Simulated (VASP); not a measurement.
# TaN (Fm-3m) in VASP: single point with r2SCAN+U

Aim: the single point of TaN with r2SCAN+U.

Everything below comes from runs of VASP 6.6.1. Logs are shortened: lines on timing, memory, paths and dates and some standing lists are left out, and cuts for length are marked.

### 1 The cell of the first run

Symmetry: Fm-3m, No. 225, cubic system. The conventional cell has a = 4.358 Å, b = 4.358 Å, c = 4.358 Å, α = 90.00°, β = 90.00°, γ = 90.00°. Within 2.9 Å of Ta (site symmetry m-3m) lie 6 N at 2.18 Å. Within 2.9 Å of N (site symmetry m-3m) lie 6 Ta at 2.18 Å.

### 2 Single point, r2SCAN+U, collinear spin, ferromagnetic start

The input, POSCAR:

```
TaN
1.0
    0.0000000000      2.1790013100      2.1790013100
    2.1790013100      0.0000000000      2.1790013100
    2.1790013100      2.1790013100      0.0000000000
Ta N
1 1
Direct
    0.5000000000      0.5000000000      0.5000000000
    0.0000000000      0.0000000000      0.0000000000
```

The input, INCAR.step1:

```
SYSTEM = TaN
ALGO = Normal
EDIFF = 1E-4
ENCUT = 520
GGA = PE
ISMEAR = 0
ISPIN = 2
LASPH = .TRUE.
LCHARG = .FALSE.
LDAU = .TRUE.
LDAUJ = 0 0
LDAUL = 2 -1
LDAUTYPE = 2
LDAUU = 3 0
LMAXMIX = 4
LREAL = .FALSE.
LWAVE = .TRUE.
MAGMOM = 1 0.33
NBANDS = 19
NELM = 150
NUPDOWN = 2.2
PREC = Accurate
SIGMA = 0.05
```

The input, INCAR.step2:

```
SYSTEM = TaN
ALGO = Normal
EDIFF = 1E-6
ENCUT = 520
ISIF = 2
ISMEAR = 0
ISPIN = 2
ISTART = 1
LASPH = .TRUE.
LCHARG = .FALSE.
LDAU = .TRUE.
LDAUJ = 0 0
LDAUL = 2 -1
LDAUPRINT = 1
LDAUTYPE = 2
LDAUU = 3 0
LMAXMIX = 4
LMIXTAU = .TRUE.
LORBIT = 11
LREAL = .FALSE.
LWAVE = .FALSE.
MAGMOM = 1 0.33
METAGGA = R2SCAN
NBANDS = 19
NELM = 150
NUPDOWN = 2.2
PREC = Accurate
SIGMA = 0.05
```

The input, KPOINTS:

```
k-points
0
G
  7 7 7
  0 0 0
```

Potentials or basis: VASP PAW PBE potentials, release 64 (Ta_pv, N).

Run with:

```bash
> cat potpaw_PBE.64/Ta_pv/POTCAR potpaw_PBE.64/N/POTCAR > POTCAR
> cp INCAR.step1 INCAR
> mpirun -np 1 vasp_std > vasp.out
> cp INCAR.step2 INCAR
> mpirun -np 1 vasp_std > vasp.out
```

OUTCAR:

```text
SYSTEM = TaN
   EDIFF = 1E-6
   ENCUT = 520
   ISIF = 2
   ISMEAR = 0
   ISPIN = 2
   ISTART = 1
   LASPH = .TRUE.
   LORBIT = 11
   LREAL = .FALSE.
   METAGGA = R2SCAN
   NELM = 150
   NUPDOWN = 2.2
   PREC = Accurate

 ion  position               nearest neighbor table
   1  0.500  0.500  0.500-   2 2.18   2 2.18   2 2.18   2 2.18   2 2.18   2 2.18
   2  0.000  0.000  0.000-   1 2.18   1 2.18   1 2.18   1 2.18   1 2.18   1 2.18

  LATTYP: Found a face centered cubic cell.
 ALAT       =     4.3580026200

  Lattice vectors:

 A1 = (   0.0000000000,   2.1790013100,   2.1790013100)
 A2 = (   2.1790013100,   0.0000000000,   2.1790013100)
 A3 = (   2.1790013100,   2.1790013100,   0.0000000000)

Analysis of symmetry for initial positions (statically):
=====================================================================
 Subroutine PRICEL returns:
 Original cell was already a primitive cell.

 Routine SETGRP: Setting up the symmetry group for a
 face centered cubic supercell.

 Subroutine GETGRP returns: Found 48 space group operations
 (whereof 48 operations were pure point group operations)
 out of a pool of 48 trial point group operations.

The static configuration has the point symmetry O_h .

Analysis of symmetry for dynamics (positions and initial velocities):
=====================================================================
 Subroutine PRICEL returns:
 Original cell was already a primitive cell.

 Routine SETGRP: Setting up the symmetry group for a
 face centered cubic supercell.

 Subroutine GETGRP returns: Found 48 space group operations
 (whereof 48 operations were pure point group operations)
 out of a pool of 48 trial point group operations.

The dynamic configuration has the point symmetry O_h .

Analysis of structural, dynamic, and magnetic symmetry:
=====================================================================
 Subroutine PRICEL returns:
 Original cell was already a primitive cell.

 Routine SETGRP: Setting up the symmetry group for a
 face centered cubic supercell.

 Subroutine GETGRP returns: Found 48 space group operations
 (whereof 48 operations were pure point group operations)
 out of a pool of 48 trial point group operations.

The overall configuration has the point symmetry O_h .

 Subroutine INISYM returns: Found 48 space group operations
 (whereof 48 operations are pure point group operations),
 and found     1 'primitive' translations

----------------------------------------------------------------------------------------

                                     Primitive cell

  volume of cell :      20.6920

  direct lattice vectors                    reciprocal lattice vectors
     0.000000000  2.179001310  2.179001310    -0.229462918  0.229462918  0.229462918
     2.179001310  0.000000000  2.179001310     0.229462918 -0.229462918  0.229462918
     2.179001310  2.179001310  0.000000000     0.229462918  0.229462918 -0.229462918

  length of vectors
     3.081573205  3.081573205  3.081573205     0.397441433  0.397441433  0.397441433

  position of ions in fractional coordinates (direct lattice)
     0.500000000  0.500000000  0.500000000
     0.000000000  0.000000000  0.000000000

  ion indices of the primitive-cell ions
   primitive index   ion index
                 1           1
                 2           2

----------------------------------------------------------------------------------------

 KPOINTS: k-points

Automatic generation of k-mesh.
 Grid dimensions read from file:
 generate k-points for:    7    7    7

 Generating k-lattice:

  Cartesian coordinates                     Fractional coordinates (reciprocal lattice)
[... 67 lines left out ...]
   NUPDOWN=       2.2000    fix difference up-down
   EMIN   =  10.00;   EMAX   =-10.00  energy-range for DOS
   EFERMI =   0.00;   METHOD = LEGACY
   ISMEAR =     0;   SIGMA  =   0.05  broadening in eV -4-tet -1-fermi 0-gaus
   EFERMI_NEDOS =   21; number of points for ismear=-14 and -15
   IALGO  =     38    algorithm
   IMIX   =      4    mixing-type and parameters
     AMIX     =   0.40;   BMIX     =  1.00
     AMIX_MAG =   1.60;   BMIX_MAG =  1.00
  volume/ion in A,a.u.               =      10.35        69.82
  Fermi-wavevector in a.u.,A,eV,Ry     =   1.502614  2.839528 30.719885  2.257848
  Thomas-Fermi vector in A             =   2.613831
   LORBIT       =     11    0 simple, 1 ext, 2 COOP (PROOUT), +10 PAW based schemes
 LDA+U is selected, type is set to LDAUTYPE =  2
   angular momentum for each species LDAUL =     2   -1
   U (eV)           for each species LDAUU =   3.0  0.0
   J (eV)           for each species LDAUJ =   0.0  0.0
   METAGGA = R2SCAN    functional components
   LHFCALC =     F    Hartree Fock is set to
   AEXX    =    0.0000 exact exchange contribution
   IVDW    =     0    specifies the selected vdW correction
   LEPSILON=     F    determine dielectric tensor
   LRPA    =     F    only Hartree local field effects (RPA)
 spin polarized calculation
 Gauss-broadening in eV      SIGMA  =   0.05
  energy-cutoff  :      520.00
  volume of cell :       20.69
 maximum number of plane-waves:       567
   NGX = 11   NGY = 11   NGZ = 11

atom =   1  type =  1  l = 2

 onsite density matrix

spin component  1

  0.5247  0.0000  0.0000 -0.0000  0.0000
  0.0000  0.5247 -0.0000 -0.0000  0.0000
  0.0000 -0.0000  0.2153  0.0000 -0.0000
 -0.0000 -0.0000  0.0000  0.5247  0.0000
  0.0000  0.0000 -0.0000  0.0000  0.2153

spin component  2

  0.0640  0.0000  0.0000 -0.0000  0.0000
  0.0000  0.0640 -0.0000 -0.0000  0.0000
  0.0000 -0.0000  0.1938  0.0000  0.0000
 -0.0000 -0.0000  0.0000  0.0640  0.0000
  0.0000  0.0000  0.0000  0.0000  0.1938

 occupancies and eigenvectors

  o =  0.0640  v =  0.0000  0.0000  0.0000  0.0000  0.0000  1.0000  0.0000  0.0000  0.0000  0.0000      0.0000  0.0000  0.0000  0.0000  0.0000  0.0000  0.0000  0.0000  0.0000  0.0000
  o =  0.0640  v =  0.0000  0.0000  0.0000  0.0000  0.0000  0.0000  0.5294  0.0000 -0.8484 -0.0000      0.0000  0.0000  0.0000  0.0000  0.0000  0.0000  0.0000  0.0000  0.0000  0.0000
  o =  0.0640  v =  0.0000  0.0000  0.0000  0.0000  0.0000  0.0000 -0.8484 -0.0000 -0.5294  0.0000      0.0000  0.0000  0.0000  0.0000  0.0000  0.0000  0.0000  0.0000  0.0000  0.0000
  o =  0.1938  v =  0.0000  0.0000  0.0000  0.0000  0.0000  0.0000 -0.0000 -0.0009 -0.0000 -1.0000      0.0000  0.0000  0.0000  0.0000  0.0000  0.0000  0.0000  0.0000  0.0000  0.0000
  o =  0.1938  v =  0.0000  0.0000  0.0000  0.0000  0.0000  0.0000 -0.0000  1.0000  0.0000 -0.0009      0.0000  0.0000  0.0000  0.0000  0.0000  0.0000  0.0000  0.0000  0.0000  0.0000
  o =  0.2153  v =  0.0000 -0.0000  0.0262 -0.0000 -0.9997  0.0000  0.0000  0.0000  0.0000  0.0000      0.0000  0.0000  0.0000  0.0000  0.0000  0.0000  0.0000  0.0000  0.0000  0.0000
  o =  0.2153  v =  0.0000  0.0000 -0.9997 -0.0000 -0.0262  0.0000  0.0000  0.0000  0.0000  0.0000      0.0000  0.0000  0.0000  0.0000  0.0000  0.0000  0.0000  0.0000  0.0000  0.0000
  o =  0.5247  v =  1.0000  0.0000  0.0000  0.0000  0.0000  0.0000  0.0000  0.0000  0.0000  0.0000      0.0000  0.0000  0.0000  0.0000  0.0000  0.0000  0.0000  0.0000  0.0000  0.0000
  o =  0.5247  v =  0.0000 -0.8384 -0.0000 -0.5451  0.0000  0.0000  0.0000  0.0000  0.0000  0.0000      0.0000  0.0000  0.0000  0.0000  0.0000  0.0000  0.0000  0.0000  0.0000  0.0000
  o =  0.5247  v =  0.0000  0.5451  0.0000 -0.8384  0.0000  0.0000  0.0000  0.0000  0.0000  0.0000      0.0000  0.0000  0.0000  0.0000  0.0000  0.0000  0.0000  0.0000  0.0000  0.0000

 number of electron      16.0000000 magnetization       2.2000000

 Free energy of the ion-electron system (eV)
  ---------------------------------------------------
  ext. energy  EPLUGINS =         0.00000000
  ---------------------------------------------------
  free energy    TOTEN  =       -54.58069363 eV

  energy without entropy =      -54.57902065  energy(sigma->0) =      -54.57985714

 E-fermi :   5.1924     XC(G=0): -14.4273

 val. band max:       11.2533453204   @ k =   0.4286   0.1429   0.0000
 cond. band min:       5.2024632261   @ k =   0.2857   0.2857   0.0000
 fundamental gap:     -6.0508820942
 Fermi energy:        11.2768211882

 spin component 1

 k-point     1 :       0.0000    0.0000    0.0000
  band No.  band energies     occupation
      1     -27.3286      1.00000
      2     -27.3286      1.00000
      3     -27.3284      1.00000
      4     -10.5595      1.00000
      5       5.4889      1.00000
      6       5.4889      1.00000
[... 416 lines left out ...]
      5       1.2391      1.00000
      6       2.2494      1.00000
[... 11 lines left out ...]
     18      30.3780      0.00000
     19      31.2277      0.00000
 Fermi energy:         5.1924206952

 spin component 2

 k-point     1 :       0.0000    0.0000    0.0000
  band No.  band energies     occupation
      1     -26.1961      1.00000
      2     -26.1961      1.00000
      3     -26.1960      1.00000
      4      -9.8069      1.00000
      5       6.1490      0.00000
      6       6.1490      0.00000
[... 417 lines left out ...]
      6       3.3760      1.00000
[... 11 lines left out ...]
     18      31.7187      0.00000
     19      32.6290      0.00000

------------------------ aborting loop because EDIFF is reached ----------------------------------------

  FORCE on cell =-STRESS in cart. coord.  units (eV):
  Direction    XX          YY          ZZ          XY          YZ          ZX
  --------------------------------------------------------------------------------------
  -------------------------------------------------------------------------------------
  Total        7.3641679      7.3641679      7.3641679     -0.0000000     -0.0000000      0.0000000
  in kB      570.2060133    570.2060133    570.2060133     -0.0000000     -0.0000000      0.0000000
  external PRESSURE =     570.2060133 kB  Pullay stress =       0.0000000 kB

 VOLUME and BASIS-vectors are now :
 -----------------------------------------------------------------------------
  energy-cutoff  :      520.00
  volume of cell :       20.69
      direct lattice vectors                 reciprocal lattice vectors
     0.000000000  2.179001310  2.179001310    -0.229462918  0.229462918  0.229462918
     2.179001310  0.000000000  2.179001310     0.229462918 -0.229462918  0.229462918
     2.179001310  2.179001310  0.000000000     0.229462918  0.229462918 -0.229462918

 POSITION                                       TOTAL-FORCE (eV/Angst)
 -----------------------------------------------------------------------------------
      2.17900      2.17900      2.17900         0.000000     -0.000000      0.000000
      0.00000      0.00000      0.00000        -0.000000      0.000000     -0.000000
 -----------------------------------------------------------------------------------
    total drift:                                0.000000     -0.000000     -0.000000

  FREE ENERGIE OF THE ION-ELECTRON SYSTEM (eV)
  ---------------------------------------------------
  free  energy   TOTEN  =       -54.5806936345 eV

  energy  without entropy=      -54.5790206497  energy(sigma->0) =      -54.57985714

 total charge

# of ion       s       p       d       tot
------------------------------------------
    1        0.289   6.233   2.535   9.057
    2        1.248   2.620   0.000   3.868
--------------------------------------------------
tot          1.537   8.853   2.535  12.925

 magnetization (x)

# of ion       s       p       d       tot
------------------------------------------
    1        0.012   0.008   1.408   1.429
    2        0.015   0.245   0.000   0.260
--------------------------------------------------
tot          0.027   0.253   1.408   1.689
```

It took 40 s on 1 thread of Intel Xeon 6975P-C, shared host; peak memory 0.16 GiB.

Results:

| Property | Result |
| --- | --- |
| Free energy | -54.5807 eV |
| Pressure | 57.0 GPa |
| Net moment | 2.20 μB per cell |
| Site moments | Ta +1.43; N +0.26 μB |
| Valence electrons inside the program's atomic spheres | Ta 9.06; N 3.87 |

Eigenvalues of the final occupation matrices:
```
    site  spin  trace               eigenvalues
site 1 d     1   2.00  0.22 0.22 0.52 0.52 0.52
site 1 d     2   0.58  0.06 0.06 0.06 0.19 0.19
```

Caveat: the PAW data sets were made with another functional, which shifts forces and pressure a little; spin-orbit coupling is left out, which moves the levels of the heavy elements; the total moment is fixed, so each spin has its own Fermi level.
